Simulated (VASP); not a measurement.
# HfB in VASP: a series of runs, part 2 of 2

VASP 6.6.1. The steps go on from the part before.

### 3 Single point, PBEsol (atoms displaced along a vibrational mode, the cell strained)

Contents of INCAR:

```
  PREC = Accurate
  ENCUT = 520
  EDIFF = 1E-6
  ISMEAR = 0
  SIGMA = 0.15
  LREAL = F
  LASPH = T
  NELM = 60
  ALGO = Normal
  ISIF = 2
  LWAVE = F
  LCHARG = T
  GGA = PS
  LELF = T
  LVHAR = T
  NBANDS = 14
```

Contents of KPOINTS:

```
regular mesh
0
Gamma
  16 16 16
```

Contents of POSCAR:

```
HfB
1.0
    0.0000000000      2.3936993068      2.3936993068
    2.5054850644      0.0000000000      2.3936993068
    2.5054850644      2.3936993068      0.0000000000
Hf B
1 1
Direct
    0.4995230658      0.5004769342      0.5004769342
    0.0078748404     -0.0078748404     -0.0078748404
```

Potentials or basis: VASP PAW PBE potentials, release 64 (Hf_pv, B).

The run is started by

```bash
cat potpaw_PBE.64/Hf_pv/POTCAR potpaw_PBE.64/B/POTCAR > POTCAR
mpirun -np 1 vasp_std > vasp.out
```

OUTCAR:

```text
PREC = Accurate
   ENCUT = 520
   EDIFF = 1E-6
   ISMEAR = 0
   LREAL = F
   LASPH = T
   NELM = 60
   ISIF = 2
   GGA = PS

 ion  position               nearest neighbor table
   1  0.500  0.500  0.500-   2 2.39   2 2.39   2 2.39   2 2.39   2 2.46   2 2.55
   2  0.008  0.992  0.992-   1 2.39   1 2.39   1 2.39   1 2.39   1 2.46   1 2.55

  LATTYP: Found a body centered tetragonal cell.
 ALAT       =     3.3852020239
 C/A-ratio  =     1.4802573357

  Lattice vectors:

 A1 = (   2.5054850644,   0.0000000000,   2.3936993068)
 A2 = (   2.5054850644,   0.0000000000,  -2.3936993068)
 A3 = (  -2.5054850644,   2.3936993068,   0.0000000000)

Analysis of symmetry for initial positions (statically):
=====================================================================
 Subroutine PRICEL returns:
 Original cell was already a primitive cell.

 Routine SETGRP: Setting up the symmetry group for a
 body centered tetragonal supercell.

 Subroutine GETGRP returns: Found  8 space group operations
 (whereof  8 operations were pure point group operations)
 out of a pool of 16 trial point group operations.

The static configuration has the point symmetry C_4v.

[... 168 lines left out ...]
 k-point     1 :       0.0000    0.0000    0.0000
  band No.  band energies     occupation
      1     -25.0056      2.00000
      2     -24.9708      2.00000
      3     -24.9708      2.00000
      4      -4.9897      2.00000
      5       5.7461      0.00000
      6       6.1856      0.00000
      7       6.1856      0.00000
      8       7.1328      0.00000
      9       7.7348      0.00000
     10       7.7348      0.00000
     11       7.7592      0.00000
     12       7.9366      0.00000
     13      14.9666      0.00000
     14      15.1466      0.00000
[... 377 lines left out ...]
      1     -25.0322      2.00000
      2     -24.9837      2.00000
      3     -24.9830      2.00000
      4      -4.7458      2.00000
      5       5.3134      0.00000
      6       5.4322      0.00000
      7       5.8608      0.00000
      8       6.1707      0.00000
      9       7.1836      0.00000
     10       8.1998      0.00000
     11       9.0169      0.00000
     12       9.7773      0.00000
     13      15.3151      0.00000
     14      15.7572      0.00000

 [... further k-points ...]
[... 5 lines left out ...]
  --------------------------------------------------------------------------------------
  -------------------------------------------------------------------------------------
  Total       -2.7900304     -0.4034482     -0.4034482      0.0000000      0.0000000      0.0000000
  in kB     -155.6892115    -22.5132047    -22.5132047      0.0000000      0.0000000      0.0000000
  external PRESSURE =     -66.9052069 kB  Pullay stress =       0.0000000 kB

 VOLUME and BASIS-vectors are now :
 -----------------------------------------------------------------------------
  energy-cutoff  :      520.00
  volume of cell :       28.71
      direct lattice vectors                 reciprocal lattice vectors
     0.000000000  2.393699307  2.393699307    -0.199562155  0.208881708  0.208881708
     2.505485064  0.000000000  2.393699307     0.199562155 -0.208881708  0.208881708
     2.505485064  2.393699307  0.000000000     0.199562155  0.208881708 -0.208881708

 POSITION                                       TOTAL-FORCE (eV/Angst)
 -----------------------------------------------------------------------------------
      2.50787      2.39370      2.39370        -0.201168      0.000000      0.000000
      4.97151      2.39370      2.39370         0.201168      0.000000      0.000000
 -----------------------------------------------------------------------------------
    total drift:                               -0.000088      0.000000      0.000000

  FREE ENERGIE OF THE ION-ELECTRON SYSTEM (eV)
  ---------------------------------------------------
  free  energy   TOTEN  =       -18.3439981471 eV

  energy  without entropy=      -18.3320081749  energy(sigma->0) =      -18.33800316
```

Run time: 53 s. Hardware: 1 thread of Intel Xeon 6975P-C (Granite Rapids), shared host; peak memory 0.27 GiB.

What came out:

```yaml
Free_energy: -18.3440 eV
Pressure: -6.7 GPa
Largest_force: 0.201 eV/Å
Band_gap_on_the_k_mesh: zero (an odd number of electrons rules out a gap without spin polarisation)
```

Forces on the atoms (eV/Å):
```
Hf  -0.201  0.000  0.000
B    0.201  0.000  0.000
```

Caveat: the cell differs from its parent crystal (atoms displaced along a vibrational mode, the cell strained); the cell stands under tension; the PAW data sets were made with another functional, which shifts forces and pressure a little; spin-orbit coupling is left out, which moves the levels of the heavy elements.

### 4 Single point, PBEsol (the cell strained)

Contents of INCAR:

```
SYSTEM = HfB
  ALGO = Normal
  EDIFF = 1E-6
  ENCUT = 520
  GGA = PS
  ISIF = 2
  ISMEAR = 0
  LASPH = .TRUE.
  LCHARG = .TRUE.
  LELF = .TRUE.
  LREAL = .FALSE.
  LVHAR = .TRUE.
  LWAVE = .FALSE.
  NBANDS = 14
  NELM = 80
  PREC = Accurate
  SIGMA = 0.15
```

Contents of KPOINTS:

```
k-points
0
G
  16 16 16
  0 0 0
```

Contents of POSCAR:

```
HfB
1.0
    0.0000000000      2.3936993068      2.3936993068
    2.5054850644      0.0000000000      2.3936993068
    2.5054850644      2.3936993068      0.0000000000
Hf B
1 1
Direct
    0.5000000000      0.5000000000      0.5000000000
    0.0000000000      0.0000000000      0.0000000000
```

The run is started by

```bash
cat potpaw_PBE.64/Hf_pv/POTCAR potpaw_PBE.64/B/POTCAR > POTCAR
mpirun -np 1 vasp_std > vasp.out
```

It took 54 s on 1 thread of Intel Xeon 6975P-C (Granite Rapids), shared host; peak memory 0.28 GiB.

Results (log left out):

| Item | Value |
| --- | --- |
| Free energy | -18.3482 eV |
| Pressure | -6.8 GPa |
| Band gap on the k mesh | zero (an odd number of electrons rules out a gap without spin polarisation) |

Stress tensor (GPa, compression positive):
```
-15.84   0.00   0.00
  0.00  -2.21   0.00
  0.00   0.00  -2.21
```

Levels at points of the mesh, in eV from the Fermi level:
| k point | band 3 | band 4 | band 5 | band 6 | band 7 | band 8 | band 9 | band 10 | band 11 | band 12 |
| --- | --- | --- | --- | --- | --- | --- | --- | --- | --- | --- |
| (0.00, 0.00, 0.00) | -29.04 | -9.06 | 1.68 | 2.15 | 2.15 | 3.31 | 3.43 | 3.63 | 3.63 | 3.87 |
| (0.50, 0.00, 0.00) | -29.07 | -4.59 | -4.45 | -1.21 | -1.08 | 5.38 | 5.67 | 6.35 | 7.59 | 11.84 |
| (0.50, 0.50, 0.00) | -29.21 | -6.26 | -1.11 | -0.80 | 1.79 | 1.86 | 5.21 | 6.34 | 6.85 | 7.55 |
| (0.00, 0.50, 0.50) | -29.17 | -6.41 | -1.56 | -0.76 | 2.13 | 2.13 | 5.25 | 6.59 | 6.59 | 7.33 |

Caveat: the cell differs from its parent crystal (the cell strained); the cell stands under tension; the PAW data sets were made with another functional, which shifts forces and pressure a little; spin-orbit coupling is left out, which moves the levels of the heavy elements.

### 5 Overview

```csv
cell,gap on the mesh (eV),pressure (GPa)
"a = 3.385, b = 3.425, c = 3.425 Å, angles 59.2, 60.4, 60.4°, 2 atoms, atomic positions A",none,-3.5
"a = 3.385, b = 3.465, c = 3.465 Å, angles 58.5, 60.8, 60.8°, 2 atoms, atomic positions B",none,-6.7
"a = 3.385, b = 3.465, c = 3.465 Å, angles 58.5, 60.8, 60.8°, 2 atoms, atomic positions A",none,-6.8
```

Alike in all rows: task single point; level PBEsol; potentials or basis VASP PAW PBE potentials, release 64 (Hf_pv, B); no spin polarisation; k mesh 16 × 16 × 16; cutoff (eV) 520; smearing gaussian 0.15 eV.

Caveats: the cell stands under tension; the PAW data sets were made with another functional, which shifts forces and pressure a little; spin-orbit coupling is left out, which moves the levels of the heavy elements.

Total energies depend on the potentials used, so only differences within one code and one set of settings carry meaning.
